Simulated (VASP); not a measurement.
# Fe2CuN2 (I4/mmm) in VASP: single point with PBE

Aim: the single point of Fe2CuN2 with PBE.

Program: VASP 6.6.1. These are calculated values, not measurements. Logs are shortened: lines on timing, memory, paths and dates and some standing lists are left out, and cuts for length are marked.

### Step 1. The cell of the first run

Symmetry: I4/mmm, No. 139, tetragonal system. The conventional cell has a = 3.442 Å, b = 3.442 Å, c = 10.532 Å, α = 90.00°, β = 90.00°, γ = 90.00°. Fe (site symmetry -4m2) has 4 N at 1.90 Å and 4 Fe at 2.43 Å within 2.5 Å. Within 2.4 Å of Cu (site symmetry 4/mmm) lie 2 N at 1.84 Å. Within 2.4 Å of N (site symmetry 4mm) lie 1 Cu at 1.84 Å and 4 Fe at 1.90 Å.

### Step 2. Single point, PBE

File INCAR:

```
ALGO = Normal
EDIFF = 1E-6
ENCUT = 520
GGA = PE
ISIF = 2
ISMEAR = 0
LASPH = True
LCHARG = False
LREAL = False
LWAVE = False
NBANDS = 26
NELM = 60
PREC = Accurate
SIGMA = 0.1
```

File KPOINTS:

```
k-points
0
Gamma
  14 14 14
```

File POSCAR:

```
Fe2CuN2
1.0
   -1.7207843061      1.7207843061      5.2659395480
    1.7207843061     -1.7207843061      5.2659395480
    1.7207843061      1.7207843061     -5.2659395480
Fe Cu N
2 1 2
Direct
    0.7500000000      0.2500000000      0.5000000000
    0.2500000000      0.7500000000      0.5000000000
    0.0000000000      0.0000000000      0.0000000000
    0.8256580000      0.8256580000      0.0000000000
    0.1743420000      0.1743420000      0.0000000000
```

Potentials or basis: VASP PAW PBE potentials, release 64 (Fe, Cu, N).

On the command line:

```sh
$ cat potpaw_PBE.64/Fe/POTCAR potpaw_PBE.64/Cu/POTCAR potpaw_PBE.64/N/POTCAR > POTCAR
$ mpirun -np 1 vasp_std > vasp.out
```

OUTCAR:

```text
EDIFF = 1E-6
   ENCUT = 520
   GGA = PE
   ISIF = 2
   ISMEAR = 0
   LASPH = True
   LREAL = False
   NELM = 60
   PREC = Accurate

 ion  position               nearest neighbor table
   1  0.750  0.250  0.500-   4 1.90   5 1.90   4 1.90   5 1.90   2 2.43   2 2.43   2 2.43   2 2.43

   2  0.250  0.750  0.500-   4 1.90   5 1.90   4 1.90   5 1.90   1 2.43   1 2.43   1 2.43   1 2.43

   3  0.000  0.000  0.000-   4 1.84   5 1.84
   4  0.826  0.826  0.000-   3 1.84   2 1.90   1 1.90   1 1.90   2 1.90
   5  0.174  0.174  0.000-   3 1.84   2 1.90   1 1.90   1 1.90   2 1.90

  LATTYP: Found a body centered tetragonal cell.
 ALAT       =     3.4415686122
 C/A-ratio  =     3.0601973352

  Lattice vectors:

 A1 = (  -1.7207843061,   1.7207843061,   5.2659395480)
 A2 = (   1.7207843061,  -1.7207843061,   5.2659395480)
 A3 = (   1.7207843061,   1.7207843061,  -5.2659395480)

Analysis of symmetry for initial positions (statically):
=====================================================================
 Subroutine PRICEL returns:
 Original cell was already a primitive cell.

 Routine SETGRP: Setting up the symmetry group for a
 body centered tetragonal supercell.

 Subroutine GETGRP returns: Found 16 space group operations
 (whereof 16 operations were pure point group operations)
 out of a pool of 16 trial point group operations.

The static configuration has the point symmetry D_4h.

Analysis of symmetry for dynamics (positions and initial velocities):
=====================================================================
 Subroutine PRICEL returns:
 Original cell was already a primitive cell.

 Routine SETGRP: Setting up the symmetry group for a
 body centered tetragonal supercell.

 Subroutine GETGRP returns: Found 16 space group operations
 (whereof 16 operations were pure point group operations)
 out of a pool of 16 trial point group operations.

The dynamic configuration has the point symmetry D_4h.

 Subroutine INISYM returns: Found 16 space group operations
 (whereof 16 operations are pure point group operations),
 and found     1 'primitive' translations

----------------------------------------------------------------------------------------

                                     Primitive cell

  volume of cell :      62.3719

  direct lattice vectors                    reciprocal lattice vectors
    -1.720784306  1.720784306  5.265939548     0.000000000  0.290565179  0.094949818
     1.720784306 -1.720784306  5.265939548     0.290565179  0.000000000  0.094949818
     1.720784306  1.720784306 -5.265939548     0.290565179  0.290565179  0.000000000

  length of vectors
     5.801061677  5.801061677  5.801061677     0.305685445  0.305685445  0.410921217

  position of ions in fractional coordinates (direct lattice)
     0.750000000  0.250000000  0.500000000
     0.250000000  0.750000000  0.500000000
     0.000000000  0.000000000  0.000000000
     0.825658000  0.825658000  0.000000000
     0.174342000  0.174342000  0.000000000

  ion indices of the primitive-cell ions
   primitive index   ion index
                 1           1
                 2           2
                 3           3
                 4           4
                 5           5

----------------------------------------------------------------------------------------

 KPOINTS: k-points

Automatic generation of k-mesh.
 Grid dimensions read from file:
 generate k-points for:   14   14   14

 Generating k-lattice:

  Cartesian coordinates                     Fractional coordinates (reciprocal lattice)
     0.000000000  0.020754656  0.006782130     0.071428571  0.000000000  0.000000000
     0.020754656  0.000000000  0.006782130     0.000000000  0.071428571  0.000000000
     0.020754656  0.020754656  0.000000000     0.000000000  0.000000000  0.071428571

  Length of vectors
     0.021834675  0.021834675  0.029351515

  Shift w.r.t. Gamma in fractional coordinates (k-lattice)
     0.000000000  0.000000000  0.000000000

 Subroutine IBZKPT returns following result:
 ===========================================

 Found    244 irreducible k-points:

 Following reciprocal coordinates:
            Coordinates               Weight
  0.000000  0.000000  0.000000      1.000000
  0.071429  0.000000 -0.000000      8.000000
  0.142857  0.000000 -0.000000      8.000000
  0.214286  0.000000 -0.000000      8.000000
  0.285714  0.000000 -0.000000      8.000000
  0.357143  0.000000 -0.000000      8.000000
[... 16 lines left out ...]
  0.214286  0.142857 -0.000000     16.000000
  0.285714  0.142857 -0.000000     16.000000
 [... further k-points ...]
   k-points           NKPTS =    244   k-points in BZ     NKDIM =    244   number of bands    NBANDS=     26
   number of dos      NEDOS =    301   number of ions     NIONS =      5
   total plane-waves  NPLWV = 110592
   dimension x,y,z NGX =    48 NGY =   48 NGZ =   48
   dimension x,y,z NGXF=    96 NGYF=   96 NGZF=   96
   ions per type =               2   1   2
   NGX,Y,Z   is equivalent  to a cutoff of  13.76, 13.76, 13.76 a.u.
   NGXF,Y,Z  is equivalent  to a cutoff of  27.51, 27.51, 27.51 a.u.
 SYSTEM =  unknown system
   PREC   = accura    normal or accurate (medium, high low for compatibility)
   ISTART =      0    job   : 0-new  1-cont  2-samecut
   ICHARG =      2    charge: 1-file 2-atom 10-const
   ISPIN  =      1    spin polarized calculation?
   LNONCOLLINEAR =      F non collinear calculations
   LSORBIT =      F    spin-orbit coupling
   LASPH  =      T    aspherical Exc in radial PAW
   ENCUT  =  520.0 eV  38.22 Ry    6.18 a.u.  10.79 10.79 10.79*2*pi/ulx,y,z
   NELM   =     60;   NELMIN=  2; NELMDL= -5     # of ELM steps
   EDIFF  = 0.1E-05   stopping-criterion for ELM
   LREAL  =      F    real-space projection
   EDIFFG = 0.1E-04   stopping-criterion for IOM
   NSW    =      0    number of steps for IOM
   IBRION =     -1    ionic relax: 0-MD 1-quasi-New 2-CG
   NFREE  =      0    steps in history (QN), initial steepest desc. (CG)
   ISIF   =      2    stress and relaxation
   ISYM   =      2    0-nonsym 1-usesym 2-fastsym
   POTIM  = 0.5000    time-step for ionic-motion
   TEBEG  =    0.0;   TEEND  =   0.0 temperature during run
   PSTRESS=    0.0 pullay stress
   NELECT =      37.0000    total number of electrons
   NUPDOWN=      -1.0000    fix difference up-down
   EMIN   =  10.00;   EMAX   =-10.00  energy-range for DOS
   EFERMI =   0.00;   METHOD = LEGACY
   ISMEAR =     0;   SIGMA  =   0.10  broadening in eV -4-tet -1-fermi 0-gaus
   EFERMI_NEDOS =   21; number of points for ismear=-14 and -15
   IALGO  =     38    algorithm
   IMIX   =      4    mixing-type and parameters
     AMIX     =   0.40;   BMIX     =  1.00
     AMIX_MAG =   1.60;   BMIX_MAG =  1.00
  volume/ion in A,a.u.               =      12.47        84.18
  Fermi-wavevector in a.u.,A,eV,Ry     =   1.375559  2.599429 25.744427  1.892162
  Thomas-Fermi vector in A             =   2.500884
   LORBIT       =      0    0 simple, 1 ext, 2 COOP (PROOUT), +10 PAW based schemes
   GGA     = PE    functional components
   LHFCALC =     F    Hartree Fock is set to
   AEXX    =    0.0000 exact exchange contribution
   IVDW    =     0    specifies the selected vdW correction
   LEPSILON=     F    determine dielectric tensor
   LRPA    =     F    only Hartree local field effects (RPA)
 non-spin polarized calculation
 Gauss-broadening in eV      SIGMA  =   0.10
  energy-cutoff  :      520.00
  volume of cell :       62.37
 maximum number of plane-waves:      1712
 NGX is ok and might be reduce to    48
   NGX = 21   NGY = 21   NGZ = 21

 number of electron      37.0000003 magnetization

 Free energy of the ion-electron system (eV)
  ---------------------------------------------------
  ext. energy  EPLUGINS =         0.00000000
  ---------------------------------------------------
  free energy    TOTEN  =       -36.27702800 eV

  energy without entropy =      -36.26212823  energy(sigma->0) =      -36.26957811

 E-fermi :   4.5662     XC(G=0): -10.8378

 val. band max:        4.5612911428   @ k =  -0.1429  -0.4286   0.0714
 cond. band min:       4.5677777365   @ k =   0.3571   0.0000  -0.0000
 fundamental gap:      0.0064865936
 Fermi energy:         4.5662043452

 k-point     1 :       0.0000    0.0000    0.0000
  band No.  band energies     occupation
      1     -12.6668      2.00000
      2     -11.2923      2.00000
      3      -3.1360      2.00000
      4      -2.1144      2.00000
      5      -1.1531      2.00000
      6      -1.1531      2.00000
[... 18 lines left out ...]
     25       9.6990      0.00000
     26      12.5060      0.00000

 k-point     2 :       0.0714    0.0000   -0.0000
  band No.  band energies     occupation
      1     -12.6332      2.00000
      2     -11.2890      2.00000
      3      -3.1199      2.00000
      4      -2.0754      2.00000
      5      -1.1952      2.00000
      6      -1.1728      2.00000
[... 18 lines left out ...]
     25       9.8136      0.00000
     26      12.4453      0.00000

 k-point     3 :       0.1429    0.0000   -0.0000
  band No.  band energies     occupation
      1     -12.5362      2.00000
      2     -11.2819      2.00000
      3      -3.0731      2.00000
      4      -1.9715      2.00000
      5      -1.2869      2.00000
      6      -1.2202      2.00000
[... 18 lines left out ...]
     25      10.0844      0.00000
     26      11.7315      0.00000

 k-point     4 :       0.2143    0.0000   -0.0000
  band No.  band energies     occupation
      1     -12.3855      2.00000
      2     -11.2795      2.00000
      3      -3.0009      2.00000
      4      -1.8527      2.00000
      5      -1.3627      2.00000
      6      -1.2744      2.00000
[... 18 lines left out ...]
     25      10.2967      0.00000
     26      10.9992      0.00000

 k-point     5 :       0.2857    0.0000   -0.0000
  band No.  band energies     occupation
      1     -12.1975      2.00000
      2     -11.2937      2.00000
      3      -2.9143      2.00000
      4      -1.8056      2.00000
      5      -1.5080      2.00000
      6      -1.3197      2.00000
[... 18 lines left out ...]
     25       9.9953      0.00000
     26      10.9884      0.00000

 k-point     6 :       0.3571    0.0000   -0.0000
  band No.  band energies     occupation
      1     -11.9946      2.00000
      2     -11.3365      2.00000
      3      -2.8258      2.00000
      4      -1.8687      2.00000
      5      -1.6667      2.00000
      6      -1.3494      2.00000
[... 427 lines left out ...]
 k-point    21 :      -0.0714    0.0714    0.0000
  band No.  band energies     occupation
      1     -12.6041      2.00000
      2     -11.2797      2.00000
      3      -3.1005      2.00000
      4      -2.0450      2.00000
      5      -1.2667      2.00000
      6      -1.1264      2.00000
[... 18 lines left out ...]
     25       9.9364      0.00000
     26      12.5076      0.00000

 k-point    22 :       0.1429    0.1429   -0.0000
  band No.  band energies     occupation
      1     -12.3952      2.00000
      2     -11.2866      2.00000
      3      -3.0204      2.00000
      4      -1.9284      2.00000
      5      -1.3995      2.00000
      6      -1.3113      2.00000
[... 18 lines left out ...]
     25      10.3895      0.00000
     26      11.6207      0.00000

 k-point    23 :       0.2143    0.1429   -0.0000
  band No.  band energies     occupation
      1     -12.2436      2.00000
      2     -11.2859      2.00000
      3      -2.9513      2.00000
      4      -1.9695      2.00000
      5      -1.4771      2.00000
      6      -1.2971      2.00000
[... 18 lines left out ...]
     25      10.5565      0.00000
     26      11.1949      0.00000

 k-point    24 :       0.2857    0.1429   -0.0000
  band No.  band energies     occupation
      1     -12.0580      2.00000
      2     -11.2971      2.00000
      3      -2.8712      2.00000
      4      -2.0300      2.00000
      5      -1.6782      2.00000
      6      -1.1771      2.00000
[... 18 lines left out ...]
     25      10.3141      0.00000
     26      11.1836      0.00000

 [... further k-points ...]
[... 5 lines left out ...]
  --------------------------------------------------------------------------------------
  -------------------------------------------------------------------------------------
  Total       -0.2002060     -0.2002060      0.1486019      0.0000000      0.0000000      0.0000000
  in kB       -5.1427909     -5.1427909      3.8172114      0.0000000      0.0000000      0.0000000
  external PRESSURE =      -2.1561234 kB  Pullay stress =       0.0000000 kB

 VOLUME and BASIS-vectors are now :
 -----------------------------------------------------------------------------
  energy-cutoff  :      520.00
  volume of cell :       62.37
      direct lattice vectors                 reciprocal lattice vectors
    -1.720784306  1.720784306  5.265939548     0.000000000  0.290565179  0.094949818
     1.720784306 -1.720784306  5.265939548     0.290565179  0.000000000  0.094949818
     1.720784306  1.720784306 -5.265939548     0.290565179  0.290565179  0.000000000

 POSITION                                       TOTAL-FORCE (eV/Angst)
 -----------------------------------------------------------------------------------
      0.00000      1.72078      2.63297        -0.000000     -0.000000     -0.000000
      1.72078      0.00000      2.63297        -0.000000     -0.000000     -0.000000
      0.00000      0.00000      0.00000        -0.000000     -0.000000     -0.000000
      0.00000      0.00000      8.69573         0.000000      0.000000      0.038636
      0.00000      0.00000      1.83615        -0.000000     -0.000000     -0.038636
 -----------------------------------------------------------------------------------
    total drift:                                0.000000     -0.000000     -0.000000

  FREE ENERGIE OF THE ION-ELECTRON SYSTEM (eV)
  ---------------------------------------------------
  free  energy   TOTEN  =       -36.2770279970 eV

  energy  without entropy=      -36.2621282310  energy(sigma->0) =      -36.26957811
```

Run time: 15 min. Hardware: 1 thread of Intel Xeon 6975P-C, shared host; peak memory 0.62 GiB.

Results:

```yaml
Free_energy: -36.2770 eV
Pressure: -0.2 GPa
Largest_force: 0.039 eV/Å
```

Forces in eV/Å, atoms in the order of the input:
```
Fe   0.000  0.000  0.000
Fe   0.000  0.000  0.000
Cu   0.000  0.000  0.000
N    0.000  0.000  0.039
N    0.000  0.000 -0.039
```

Stress tensor (GPa, compression positive):
```
-0.51  0.00  0.00
 0.00 -0.51  0.00
 0.00  0.00  0.38
```

Levels at points of the mesh, in eV from the Fermi level:
| k point | band 17 | band 18 | band 19 | band 20 | band 21 | band 22 |
| --- | --- | --- | --- | --- | --- | --- |
| (0.00, 0.00, 0.00) | 0.25 | 0.35 | 0.35 | 0.70 | 1.73 | 2.17 |
| (0.50, 0.00, 0.00) | -1.47 | -0.51 | -0.27 | 1.59 | 1.78 | 1.99 |
| (0.50, 0.50, 0.00) | -0.95 | -0.28 | -0.28 | -0.20 | 0.68 | 0.76 |
| (0.50, 0.50, 0.50) | 0.20 | 0.26 | 0.26 | 0.70 | 1.13 | 2.42 |

Caveat: the run has no spin polarisation, though such a crystal can be magnetic. With open d or f shells a metallic result of PBE can be an artefact of self-interaction; +U or a hybrid may open a gap.
